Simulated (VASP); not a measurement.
# Cu (P6_3/mmc) in VASP: notebook, part 2 of 2

VASP 6.6.1. Earlier steps stand in the parts before.

## Step 3: Single point, r2SCAN

This run uses another cell than the first one, of 10.84 Å³/atom, 1.044 times its volume.

File POSCAR:

```
Cu
1.0
    2.4747398509      0.0000000000      0.0000000000
   -1.2373699254      2.1431875786      0.0000000000
    0.0000000000      0.0000000000      4.0880501793
Cu
2
Direct
    0.3333333333      0.6666666667      0.2500000000
    0.6666666667      0.3333333333      0.7500000000
```

File INCAR.step1:

```
SYSTEM = Cu
PREC = Accurate
ENCUT = 520
ISMEAR = -1
SIGMA = 0.05
LREAL = .False.
LASPH = .True.
NELM = 100
NBANDS = 18
GGA = PE
ALGO = Normal
EDIFF = 1E-4
LWAVE = .True.
LCHARG = .False.
```

File INCAR.step2:

```
SYSTEM = Cu
PREC = Accurate
ENCUT = 520
EDIFF = 1E-7
ISMEAR = -1
SIGMA = 0.05
LREAL = .False.
LASPH = .True.
NELM = 100
ALGO = Normal
ISIF = 2
LWAVE = .False.
LCHARG = .False.
METAGGA = R2SCAN
LMIXTAU = .True.
NBANDS = 18
ISTART = 1
```

File KPOINTS:

```
Automatic mesh
0
Gamma
  9 9 5
  0 0 0
```

Potentials or basis: VASP PAW PBE potentials, release 64 (Cu).

Command:

```console
$ cat potpaw_PBE.64/Cu/POTCAR > POTCAR
$ cp INCAR.step1 INCAR
$ mpirun -np 1 vasp_std > vasp.out
$ cp INCAR.step2 INCAR
$ mpirun -np 1 vasp_std > vasp.out
```

OUTCAR:

```text
SYSTEM = Cu
   PREC = Accurate
   ENCUT = 520
   EDIFF = 1E-7
   ISMEAR = -1
   LREAL = .False.
   LASPH = .True.
   NELM = 100
   ISIF = 2
   METAGGA = R2SCAN
   ISTART = 1

 ion  position               nearest neighbor table
   1  0.333  0.667  0.250-   2 2.49   2 2.49   2 2.49   2 2.49   2 2.49   2 2.49
   2  0.667  0.333  0.750-   1 2.49   1 2.49   1 2.49   1 2.49   1 2.49   1 2.49

  LATTYP: Found a hexagonal cell.
 ALAT       =     2.4747398509
 C/A-ratio  =     1.6519110798

  Lattice vectors:

[... 191 lines left out ...]
      4       5.1380      2.00000
      5       5.1382      2.00000
      6       5.3709      2.00000
[... 481 lines left out ...]
      5       4.8393      2.00000
      6       4.8393      2.00000
[... 10 lines left out ...]
     17      25.2217      0.00000
     18      25.7261      0.00000

 [... further k-points ...]
[... 5 lines left out ...]
  --------------------------------------------------------------------------------------
  -------------------------------------------------------------------------------------
  Total        1.4650441      1.4650441      1.4296648      0.0000000      0.0000000      0.0000000
  in kB      108.2568385    108.2568385    105.6425414      0.0000000      0.0000000      0.0000000
  external PRESSURE =     107.3854061 kB  Pullay stress =       0.0000000 kB

 VOLUME and BASIS-vectors are now :
 -----------------------------------------------------------------------------
  energy-cutoff  :      520.00
  volume of cell :       21.68
      direct lattice vectors                 reciprocal lattice vectors
     2.474739851  0.000000000  0.000000000     0.404082877  0.233297358  0.000000000
    -1.237369925  2.143187579  0.000000000     0.000000000  0.466594716  0.000000000
     0.000000000  0.000000000  4.088050179     0.000000000  0.000000000  0.244615393

 POSITION                                       TOTAL-FORCE (eV/Angst)
 -----------------------------------------------------------------------------------
     -0.00000      1.42879      1.02201         0.000000      0.000000      0.000000
      1.23737      0.71440      3.06604        -0.000000      0.000000     -0.000000
 -----------------------------------------------------------------------------------
    total drift:                               -0.000000      0.000000     -0.000000

  FREE ENERGIE OF THE ION-ELECTRON SYSTEM (eV)
  ---------------------------------------------------
  free  energy   TOTEN  =       -21.6367393695 eV

  energy  without entropy=      -21.6343874012  energy(sigma->0) =      -21.63556339
```

OUTCAR.step1:

```text
SYSTEM = Cu
   PREC = Accurate
   ENCUT = 520
   ISMEAR = -1
   LREAL = .False.
   LASPH = .True.
[... 727 lines left out ...]
     -0.00000      1.42879      1.02201         0.000000     -0.000000      0.000000
      1.23737      0.71440      3.06604        -0.000000      0.000000      0.000000
 -----------------------------------------------------------------------------------
    total drift:                               -0.000000      0.000000     -0.000000

  FREE ENERGIE OF THE ION-ELECTRON SYSTEM (eV)
  ---------------------------------------------------
  free  energy   TOTEN  =        -7.3615972152 eV

  energy  without entropy=       -7.3592493940  energy(sigma->0) =       -7.36042330
```

OSZICAR.step1:

```text
N       E                     dE             d eps       ncg     rms          rms(c)
DAV:   1     0.123701860063E+03    0.12370E+03   -0.10800E+04  1400   0.227E+03
DAV:   2    -0.325650132241E+01   -0.12696E+03   -0.12062E+03  1300   0.293E+02
DAV:   3    -0.915270487158E+01   -0.58962E+01   -0.57288E+01  1474   0.862E+01
DAV:   4    -0.921360111457E+01   -0.60896E-01   -0.60854E-01  1520   0.910E+00
DAV:   5    -0.921443066331E+01   -0.82955E-03   -0.82953E-03  1624   0.936E-01    0.109E+01
DAV:   6    -0.796092603712E+01    0.12535E+01   -0.10021E+01  1380   0.938E+01    0.472E+00
DAV:   7    -0.739118970275E+01    0.56974E+00   -0.18150E+00  1406   0.367E+01    0.884E-01
DAV:   8    -0.736487681090E+01    0.26313E-01   -0.11777E-02  1568   0.124E+00    0.423E-01
DAV:   9    -0.736156174440E+01    0.33151E-02   -0.41636E-03  1564   0.191E+00    0.199E-02
DAV:  10    -0.736159721523E+01   -0.35471E-04   -0.17381E-04  1274   0.140E-01
   1 F= -.73615972E+01 E0= -.73604233E+01  d E =-.234782E-02
```

It took 40 s on 1 thread of Intel Xeon Platinum 8375C at 2.90GHz (Ice Lake), shared host; peak memory 0.13 GiB.

Results:

```
Free energy            : -21.6367 eV
Pressure               : 10.7 GPa
Band gap on the k mesh : zero (band 11 reaches 12.93 eV, above the bottom of band 12 at 6.42 eV)
```

Stress tensor (GPa, compression positive):
```
10.83  0.00  0.00
 0.00 10.83  0.00
 0.00  0.00 10.56
```

Caveat: the PAW data sets were made with another functional, which shifts forces and pressure a little.

## Step 4: Single point, r2SCAN

This run uses another cell than the first one, of 11.12 Å³/atom, 1.070 times its volume.

File POSCAR:

```
Cu
1.0
    2.4954252650      0.0000000000      0.0000000000
   -1.2477126325      2.1611016727      0.0000000000
    0.0000000000      0.0000000000      4.1229909121
Cu
2
Direct
    0.3333333333      0.6666666667      0.2500000000
    0.6666666667      0.3333333333      0.7500000000
```

File INCAR.step1:

```
SYSTEM = Cu
  ALGO = Normal
  EDIFF = 1E-4
  ENCUT = 520
  GGA = PE
  ISMEAR = -1
  LASPH = .True.
  LCHARG = .False.
  LREAL = .False.
  LWAVE = .True.
  NBANDS = 18
  NELM = 60
  PREC = Accurate
  SIGMA = 0.05
```

File INCAR.step2:

```
SYSTEM = Cu
  ALGO = Normal
  EDIFF = 1E-6
  ENCUT = 520
  ISIF = 2
  ISMEAR = -1
  ISTART = 1
  LASPH = .True.
  LCHARG = .True.
  LELF = .True.
  LMIXTAU = .True.
  LREAL = .False.
  LVHAR = .True.
  LWAVE = .False.
  METAGGA = R2SCAN
  NBANDS = 18
  NELM = 60
  PREC = Accurate
  SIGMA = 0.05
```

File KPOINTS:

```
k-points
0
Gamma
  9 9 5
  0 0 0
```

Command:

```console
$ cat potpaw_PBE.64/Cu/POTCAR > POTCAR
$ cp INCAR.step1 INCAR
$ mpirun -np 1 vasp_std > vasp.out
$ cp INCAR.step2 INCAR
$ mpirun -np 1 vasp_std > vasp.out
```

Run time: 39 s. Hardware: 1 thread of Intel Xeon Platinum 8375C at 2.90GHz (Ice Lake), shared host; peak memory 0.14 GiB.

The run converged. Its results:

* Free energy: -21.6660 eV
* Pressure: 5.8 GPa
* Band gap on the k mesh: zero (band 11 reaches 12.52 eV, above the bottom of band 12 at 6.12 eV)

Levels at points of the mesh, in eV from the Fermi level:
```tsv
k point	band 7	band 8	band 9	band 10	band 11	band 12	band 13	band 14	band 15	band 16
(0.00, 0.00, 0.00)	-3.11	-2.75	-2.75	-1.96	-1.96	-1.40	4.07	22.77	23.96	23.96
```

Caveat: the PAW data sets were made with another functional, which shifts forces and pressure a little.

## Step 5: Single point, r2SCAN

This run uses another cell than the first one, of 11.44 Å³/atom, 1.102 times its volume.

File POSCAR:

```
Cu
1.0
    2.5192810957      0.0000000000      0.0000000000
   -1.2596405479      2.1817614282      0.0000000000
    0.0000000000      0.0000000000      4.1631884535
Cu
2
Direct
    0.3333333333      0.6666666667      0.2500000000
    0.6666666667      0.3333333333      0.7500000000
```

File INCAR.step1:

```
PREC     = Accurate       # precision mode
ENCUT    = 520            # plane-wave cutoff, eV
ISMEAR   = -1             # smearing method
SIGMA    = 0.05           # smearing width, eV
LREAL    = F              # projectors in reciprocal space
LASPH    = T              # aspherical terms in the spheres
NELM     = 100            # most SCF steps
NBANDS   = 18             # bands
GGA      = PE             # functional
ALGO     = Normal         # electronic algorithm
EDIFF    = 1E-4           # SCF threshold, eV
LWAVE    = T              # write WAVECAR
LCHARG   = F              # write CHGCAR
```

File INCAR.step2:

```
PREC     = Accurate       # precision mode
ENCUT    = 520            # plane-wave cutoff, eV
EDIFF    = 1E-6           # SCF threshold, eV
ISMEAR   = -1             # smearing method
SIGMA    = 0.05           # smearing width, eV
LREAL    = F              # projectors in reciprocal space
LASPH    = T              # aspherical terms in the spheres
NELM     = 100            # most SCF steps
ALGO     = Normal         # electronic algorithm
ISIF     = 2              # what is computed and relaxed
LWAVE    = F              # write WAVECAR
LCHARG   = F              # write CHGCAR
METAGGA  = R2SCAN         # meta-GGA
LMIXTAU  = T            
NBANDS   = 18             # bands
ISTART   = 1
```

File KPOINTS:

```
Automatic mesh
0
Gamma
  9 9 5
```

Command:

```console
$ cat potpaw_PBE.64/Cu/POTCAR > POTCAR
$ cp INCAR.step1 INCAR
$ mpirun -np 1 vasp_std > vasp.out
$ cp INCAR.step2 INCAR
$ mpirun -np 1 vasp_std > vasp.out
```

It took 48 s on 1 thread of Intel Xeon Platinum 8375C at 2.90GHz (Ice Lake), shared host; peak memory 0.14 GiB.

Results (log left out):

* Free energy: -21.6795 eV
* Pressure: 0.8 GPa
* Band gap on the k mesh: zero (band 11 reaches 12.07 eV, above the bottom of band 12 at 5.79 eV)

Levels at points of the mesh, in eV from the Fermi level:
| k point | band 8 | band 9 | band 10 | band 11 | band 12 | band 13 | band 14 | band 15 |
| --- | --- | --- | --- | --- | --- | --- | --- | --- |
| (0.00, 0.00, 0.00) | -2.68 | -2.68 | -1.92 | -1.92 | -1.31 | 3.91 | 22.53 | 23.50 |

Caveat: the PAW data sets were made with another functional, which shifts forces and pressure a little.

## Step 6: Relaxation of cell and atoms, r2SCAN

This run uses another cell than the first one, of 11.86 Å³/atom, 1.142 times its volume.

File POSCAR:

```
Cu
1.0
    2.5600000000      0.0000000000      0.0000000000
   -1.2800000000      2.2170250337      0.0000000000
    0.0000000000      0.0000000000      4.1804800000
Cu
2
Direct
    0.3333333333      0.6666666667      0.2500000000
    0.6666666667      0.3333333333      0.7500000000
```

File INCAR.step1:

```
SYSTEM = Cu
  ALGO = Normal
  EDIFF = 1E-4
  ENCUT = 600
  GGA = PE
  ISMEAR = -1
  LASPH = .True.
  LCHARG = .False.
  LREAL = .False.
  LWAVE = .True.
  NELM = 60
  PREC = Accurate
  SIGMA = 0.05
```

File INCAR.step2:

```
SYSTEM = Cu
  ALGO = Normal
  EDIFF = 1E-7
  EDIFFG = -0.02
  ENCUT = 600
  IBRION = 2
  ISIF = 3
  ISMEAR = -1
  ISTART = 1
  LASPH = .True.
  LCHARG = .False.
  LMIXTAU = .True.
  LREAL = .False.
  LWAVE = .False.
  METAGGA = R2SCAN
  NELM = 60
  NSW = 60
  PREC = Accurate
  SIGMA = 0.05
```

File KPOINTS:

```
k-points
0
Gamma
  9 9 5
  0 0 0
```

Potentials or basis: VASP PAW PBE potentials, release 64 (Cu).

Command:

```console
$ cat potpaw_PBE.64/Cu/POTCAR > POTCAR
$ cp INCAR.step1 INCAR
$ mpirun -np 1 vasp_std > vasp.out
$ cp INCAR.step2 INCAR
$ mpirun -np 1 vasp_std > vasp.out
```

It took 3.3 min on 1 thread of Intel Xeon Platinum 8375C at 2.90GHz (Ice Lake), shared host; peak memory 0.15 GiB.

Results (log left out):

```
Free energy                            : -21.6808 eV
Relaxed volume                         : 11.49 Å³/atom
Relaxed cell                           : a = 2.522 Å, b = 2.522 Å, c = 4.171 Å, α = 90.00°, β = 90.00°, γ = 120.00°
Space group after relaxing (to 0.05 Å) : P6_3/mmc (No. 194)
Energy gained by relaxing              : 6.4 meV/atom
Ionic steps                            : 6
Pressure after relaxing                : 0.1 GPa
Band gap on the k mesh                 : zero (band 11 reaches 12.01 eV, above the bottom of band 12 at 5.75 eV)
```

Stress tensor (GPa, compression positive):
```
 0.19  0.00  0.00
 0.00  0.19  0.00
 0.00  0.00 -0.14
```

The path:
```tsv
step	energy change (eV)	largest force (eV/Å)	pressure (GPa)	volume (Å³)
1	0.0000	0.0000	-4.77	23.73
2	-0.0082	0.0000	3.23	22.53
3	-0.0124	0.0000	0.11	22.96
4	-0.0124	0.0000	0.16	22.95
5	-0.0128	0.0000	0.21	22.96
6	-0.0128	0.0000	0.08	22.97
```

Final structure:
```yaml
crystal:
  lattice:
    - [2.52169, 0.00000, 0.00000]
    - [-1.26084, 2.18384, 0.00000]
    - [0.00000, 0.00000, 4.17130]
  atoms:
    - { symbol: Cu, position: [0.33333, 0.66667, 0.25000] }
    - { symbol: Cu, position: [0.66667, 0.33333, 0.75000] }
```

Levels at points of the mesh, in eV from the Fermi level:
```csv
k point,band 8,band 9,band 10,band 11,band 12,band 13,band 14,band 15
"(0.00, 0.00, 0.00)",-2.67,-2.67,-1.92,-1.92,-1.30,3.88,22.52,23.46
```

Caveat: the PAW data sets were made with another functional, which shifts forces and pressure a little.

## Step 7: Summary

```csv
task,cell,cutoff (eV),gap on the mesh (eV),pressure (GPa)
single point,"a = 2.440, b = 2.440, c = 4.029 Å, angles 90.0, 90.0, 120.0°, 2 atoms",520,none,20.7
single point,"a = 2.475, b = 2.475, c = 4.088 Å, angles 90.0, 90.0, 120.0°, 2 atoms",520,none,10.7
single point,"a = 2.495, b = 2.495, c = 4.123 Å, angles 90.0, 90.0, 120.0°, 2 atoms",520,none,5.8
single point,"a = 2.519, b = 2.519, c = 4.163 Å, angles 90.0, 90.0, 120.0°, 2 atoms",520,none,0.8
relaxation of cell and atoms,"relaxed from a = 2.560, b = 2.560, c = 4.180 Å, angles 90.0, 90.0, 120.0°, 2 atoms",600,none,0.1
```

Alike in all rows: level r2SCAN; potentials or basis VASP PAW PBE potentials, release 64 (Cu); no spin polarisation; k mesh 9 × 9 × 5; smearing fermi-dirac 0.05 eV.

Caveats: the PAW data sets were made with another functional, which shifts forces and pressure a little.

Total energies depend on the potentials used, so only differences within one code and one set of settings carry meaning.
